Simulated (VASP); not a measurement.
# Si3N4 (Fd-3m) in VASP: notebook, part 2 of 2

VASP 6.6.1. The steps go on from the part before.

## Step 3: Electric field gradients, r2SCAN

The COD entry that gives the cell may itself be a prediction, so a difference from it is no test against experiment.

Contents of POSCAR:

```
Si3N4
1.0
    0.0000000000      3.8382500000      3.8382500000
    3.8382500000      0.0000000000      3.8382500000
    3.8382500000      3.8382500000      0.0000000000
Si N
6 8
Direct
    0.1250000000      0.1250000000      0.1250000000
    0.6250000000      0.1250000000      0.1250000000
    0.1250000000      0.1250000000      0.6250000000
    0.1250000000      0.6250000000      0.1250000000
    0.5000000000      0.5000000000      0.5000000000
    0.7500000000      0.7500000000      0.7500000000
    0.8822201176      0.8822201176      0.8822201176
    0.8966603528      0.3677798824      0.3677798824
    0.8822201176      0.8822201176      0.3533396472
    0.3677798824      0.8966603528      0.3677798824
    0.3533396472      0.8822201176      0.8822201176
    0.3677798824      0.3677798824      0.3677798824
    0.8822201176      0.3533396472      0.8822201176
    0.3677798824      0.3677798824      0.8966603528
```

Contents of INCAR.step1:

```
SYSTEM = Si3N4
PREC = Accurate
ENCUT = 520
ISMEAR = -1
SIGMA = 0.02
LREAL = .False.
LASPH = .True.
NELM = 80
NBANDS = 45
GGA = PE
ALGO = Normal
EDIFF = 1E-4
LWAVE = .True.
LCHARG = .False.
```

Contents of INCAR.step2:

```
SYSTEM = Si3N4
PREC = Accurate
ENCUT = 520
EDIFF = 1E-8
ISMEAR = -1
SIGMA = 0.02
LREAL = .False.
LASPH = .True.
NELM = 80
ALGO = Normal
ISIF = 2
LWAVE = .False.
LCHARG = .False.
METAGGA = R2SCAN
LMIXTAU = .True.
LEFG = .True.
NBANDS = 45
ISTART = 1
```

Contents of KPOINTS:

```
Automatic mesh
0
Gamma
  6 6 6
  0 0 0
```

Potentials or basis: VASP PAW PBE potentials, release 64 (Si, N).

On the command line:

```console
> cat potpaw_PBE.64/Si/POTCAR potpaw_PBE.64/N/POTCAR > POTCAR
> cp INCAR.step1 INCAR
> mpirun -np 1 vasp_std > vasp.out
> cp INCAR.step2 INCAR
> mpirun -np 1 vasp_std > vasp.out
```

OUTCAR:

```text
SYSTEM = Si3N4
   PREC = Accurate
   ENCUT = 520
   EDIFF = 1E-8
   ISMEAR = -1
   LREAL = .False.
   LASPH = .True.
   NELM = 80
   ISIF = 2
   METAGGA = R2SCAN
   ISTART = 1

 ion  position               nearest neighbor table
   1  0.125  0.125  0.125-   8 1.87   9 1.87  10 1.87  11 1.87  13 1.87  14 1.87   2 2.71   3 2.71
                             4 2.71   3 2.71   4 2.71   2 2.71
   2  0.625  0.125  0.125-   7 1.87  12 1.87  10 1.87   9 1.87  13 1.87  14 1.87   1 2.71   3 2.71
                             4 2.71   1 2.71   3 2.71   4 2.71
   3  0.125  0.125  0.625-   7 1.87  12 1.87  10 1.87  11 1.87   8 1.87  13 1.87   1 2.71   1 2.71
                             2 2.71   4 2.71   4 2.71   2 2.71
   4  0.125  0.625  0.125-   7 1.87  12 1.87   9 1.87  11 1.87   8 1.87  14 1.87   1 2.71   3 2.71
                             1 2.71   2 2.71   3 2.71   2 2.71
   5  0.500  0.500  0.500-  12 1.76  10 1.76   8 1.76  14 1.76
   6  0.750  0.750  0.750-   7 1.76   9 1.76  11 1.76  13 1.76
   7  0.882  0.882  0.882-   6 1.76   3 1.87   4 1.87   2 1.87
   8  0.897  0.368  0.368-   5 1.76   1 1.87   4 1.87   3 1.87
   9  0.882  0.882  0.353-   6 1.76   1 1.87   4 1.87   2 1.87
  10  0.368  0.897  0.368-   5 1.76   1 1.87   3 1.87   2 1.87
  11  0.353  0.882  0.882-   6 1.76   1 1.87   4 1.87   3 1.87
  12  0.368  0.368  0.368-   5 1.76   3 1.87   4 1.87   2 1.87
  13  0.882  0.353  0.882-   6 1.76   1 1.87   3 1.87   2 1.87
  14  0.368  0.368  0.897-   5 1.76   1 1.87   4 1.87   2 1.87

  LATTYP: Found a face centered cubic cell.
 ALAT       =     7.6765000000

  Lattice vectors:

 A1 = (   0.0000000000,   3.8382500000,   3.8382500000)
 A2 = (   3.8382500000,   0.0000000000,   3.8382500000)
 A3 = (   3.8382500000,   3.8382500000,   0.0000000000)

Analysis of symmetry for initial positions (statically):
=====================================================================
 Subroutine PRICEL returns:
 Original cell was already a primitive cell.

 Routine SETGRP: Setting up the symmetry group for a
 face centered cubic supercell.

 Subroutine GETGRP returns: Found 48 space group operations
 (whereof 24 operations were pure point group operations)
 out of a pool of 48 trial point group operations.

The static configuration has the point symmetry T_d .
 The point group associated with its full space group is O_h .

Analysis of symmetry for dynamics (positions and initial velocities):
=====================================================================
 Subroutine PRICEL returns:
 Original cell was already a primitive cell.

 Routine SETGRP: Setting up the symmetry group for a
 face centered cubic supercell.

 Subroutine GETGRP returns: Found 48 space group operations
 (whereof 24 operations were pure point group operations)
 out of a pool of 48 trial point group operations.

The dynamic configuration has the point symmetry T_d .
 The point group associated with its full space group is O_h .

 Subroutine INISYM returns: Found 48 space group operations
[... 920 lines left out ...]

  FORCE on cell =-STRESS in cart. coord.  units (eV):
  Direction    XX          YY          ZZ          XY          YZ          ZX
  --------------------------------------------------------------------------------------
  -------------------------------------------------------------------------------------
  Total        5.0232586      5.0232586      5.0232586     -0.0000000     -0.0000000     -0.0000000
  in kB       71.1649823     71.1649823     71.1649823     -0.0000000     -0.0000000     -0.0000000
  external PRESSURE =      71.1649823 kB  Pullay stress =       0.0000000 kB

 VOLUME and BASIS-vectors are now :
 -----------------------------------------------------------------------------
  energy-cutoff  :      520.00
  volume of cell :      113.09
      direct lattice vectors                 reciprocal lattice vectors
     0.000000000  3.838250000  3.838250000    -0.130267700  0.130267700  0.130267700
     3.838250000  0.000000000  3.838250000     0.130267700 -0.130267700  0.130267700
     3.838250000  3.838250000  0.000000000     0.130267700  0.130267700 -0.130267700

 POSITION                                       TOTAL-FORCE (eV/Angst)
 -----------------------------------------------------------------------------------
      0.95956      0.95956      0.95956        -0.000000      0.000000      0.000000
      0.95956      2.87869      2.87869        -0.000000      0.000000      0.000000
      2.87869      2.87869      0.95956        -0.000000      0.000000      0.000000
      2.87869      0.95956      2.87869        -0.000000     -0.000000      0.000000
      3.83825      3.83825      3.83825        -0.000000     -0.000000      0.000000
      5.75737      5.75737      5.75737        -0.000000     -0.000000      0.000000
      6.77236      6.77236      6.77236         0.025085      0.025085      0.025085
      2.82326      4.85324      4.85324        -0.025085      0.025085      0.025085
      4.74239      4.74239      6.77236        -0.025085     -0.025085      0.025085
      4.85324      2.82326      4.85324         0.025085     -0.025085      0.025085
      6.77236      4.74239      4.74239         0.025085     -0.025085     -0.025085
      2.82326      2.82326      2.82326        -0.025085     -0.025085     -0.025085
      4.74239      6.77236      4.74239        -0.025085      0.025085     -0.025085
      4.85324      4.85324      2.82326         0.025085      0.025085     -0.025085
 -----------------------------------------------------------------------------------
    total drift:                                0.000000      0.000000      0.000000

  FREE ENERGIE OF THE ION-ELECTRON SYSTEM (eV)
  ---------------------------------------------------
  free  energy   TOTEN  =      -141.7696806267 eV

  energy  without entropy=     -141.7696806267  energy(sigma->0) =     -141.76968063

 Electric field gradients (V/A^2)
---------------------------------------------------------------------
 ion       V_xx      V_yy      V_zz      V_xy      V_xz      V_yz
---------------------------------------------------------------------
   1      -0.000     0.000     0.000    -0.200    -0.200    -0.200
   2      -0.000     0.000     0.000     0.200     0.200    -0.200
   3       0.000     0.000    -0.000    -0.200     0.200     0.200
   4       0.000    -0.000     0.000     0.200    -0.200     0.200
   5      -0.000    -0.000     0.000    -0.000    -0.000    -0.000
   6       0.000    -0.000    -0.000    -0.000    -0.000    -0.000
   7      -0.000    -0.000    -0.000    13.502    13.502    13.502
   8      -0.001     0.000     0.000   -13.502   -13.502    13.501
   9       0.000     0.000    -0.001    13.501   -13.502   -13.502
  10       0.000    -0.001     0.000   -13.502    13.501   -13.502
  11      -0.001     0.000     0.000   -13.502   -13.502    13.501
  12      -0.000    -0.000    -0.000    13.502    13.502    13.502
  13       0.000    -0.001     0.000   -13.502    13.501   -13.502
  14       0.000     0.000    -0.001    13.501   -13.502   -13.502
---------------------------------------------------------------------

 Electric field gradients after diagonalization (V/A^2)
 (convention: |V_zz| > |V_xx| > |V_yy|)
----------------------------------------------------------------------
 ion       V_xx      V_yy      V_zz     asymmetry (V_yy - V_xx)/ V_zz
----------------------------------------------------------------------
   1       0.200     0.200    -0.400       0.000
   2       0.200     0.200    -0.400       0.001
   3       0.200     0.200    -0.400       0.001
   4       0.200     0.200    -0.400       0.001
   5       0.000     0.000    -0.000       0.000
   6       0.000     0.000    -0.000       0.000
   7     -13.502   -13.502    27.003       0.000
   8     -13.502   -13.501    27.003       0.000
   9     -13.502   -13.501    27.003       0.000
  10     -13.502   -13.501    27.003       0.000
  11     -13.502   -13.501    27.003       0.000
  12     -13.502   -13.502    27.003       0.000
  13     -13.502   -13.501    27.003       0.000
  14     -13.502   -13.501    27.003       0.000
----------------------------------------------------------------------

           NMR quadrupolar parameters

 Cq : quadrupolar parameter    Cq=e*Q*V_zz/h
 eta: asymmetry parameters     (V_yy - V_xx)/ V_zz
 Q  : nuclear electric quadrupole moment in mb (millibarn)
----------------------------------------------------------------------
 ion       Cq(MHz)       eta       Q (mb)
----------------------------------------------------------------------
   1      -0.001       0.000       1.000
   2      -0.001       0.001       1.000
   3      -0.001       0.001       1.000
   4      -0.001       0.001       1.000
   5      -0.000       0.000       1.000
   6      -0.000       0.000       1.000
   7       0.065       0.000       1.000
   8       0.065       0.000       1.000
   9       0.065       0.000       1.000
  10       0.065       0.000       1.000
  11       0.065       0.000       1.000
  12       0.065       0.000       1.000
  13       0.065       0.000       1.000
  14       0.065       0.000       1.000
----------------------------------------------------------------------
```

It took 4.6 min on 1 thread of AMD EPYC 9R45 (Zen 5), shared host; peak memory 0.24 GiB.

Results:

| Quantity | Value |
| --- | --- |
| Free energy | -141.7697 eV |
| Pressure | 7.1 GPa |
| Largest force | 0.043 eV/Å |
| Band gap on the k mesh | 4.12 eV, indirect (least direct gap 4.14 eV) |

Forces on the atoms (eV/Å):
```
Si   0.000  0.000  0.000
Si   0.000  0.000  0.000
Si   0.000  0.000  0.000
Si   0.000  0.000  0.000
Si   0.000  0.000  0.000
Si   0.000  0.000  0.000
N    0.025  0.025  0.025
N   -0.025  0.025  0.025
N   -0.025 -0.025  0.025
N    0.025 -0.025  0.025
N    0.025 -0.025 -0.025
N   -0.025 -0.025 -0.025
N   -0.025  0.025 -0.025
N    0.025  0.025 -0.025
```

Levels at points of the mesh, in eV from the valence-band top:
| k point | band 30 | band 31 | band 32 | band 33 | band 34 | band 35 |
| --- | --- | --- | --- | --- | --- | --- |
| (0.00, 0.00, 0.00) | -0.02 | -0.02 | -0.02 | 4.12 | 4.12 | 4.12 |
| (0.50, 0.00, 0.00) | -0.50 | -0.40 | -0.40 | 5.78 | 6.56 | 6.56 |
| (0.50, 0.50, 0.00) | -1.19 | -0.51 | -0.51 | 7.55 | 7.55 | 7.86 |

Electric field gradients, principal values (V/Å²):
| atom | least | middle | greatest (by size) |
| --- | --- | --- | --- |
| 1 Si | 0.200 | 0.200 | -0.400 |
| 2 Si | 0.200 | 0.200 | -0.400 |
| 3 Si | 0.200 | 0.200 | -0.400 |
| 4 Si | 0.200 | 0.200 | -0.400 |
| 5 Si | 0.000 | 0.000 | 0.000 |
| 6 Si | 0.000 | 0.000 | 0.000 |
| 7 N | -13.502 | -13.502 | 27.003 |
| 8 N | -13.501 | -13.502 | 27.003 |
| 9 N | -13.501 | -13.502 | 27.003 |
| 10 N | -13.501 | -13.502 | 27.003 |
| 11 N | -13.501 | -13.502 | 27.003 |
| 12 N | -13.502 | -13.502 | 27.003 |
| 13 N | -13.501 | -13.502 | 27.003 |
| 14 N | -13.501 | -13.502 | 27.003 |

Caveat: without QUAD_EFG the Cq values of the log hold for a quadrupole moment of 1 mb, not for the nuclei; the PAW data sets were made with another functional, which shifts forces and pressure a little.
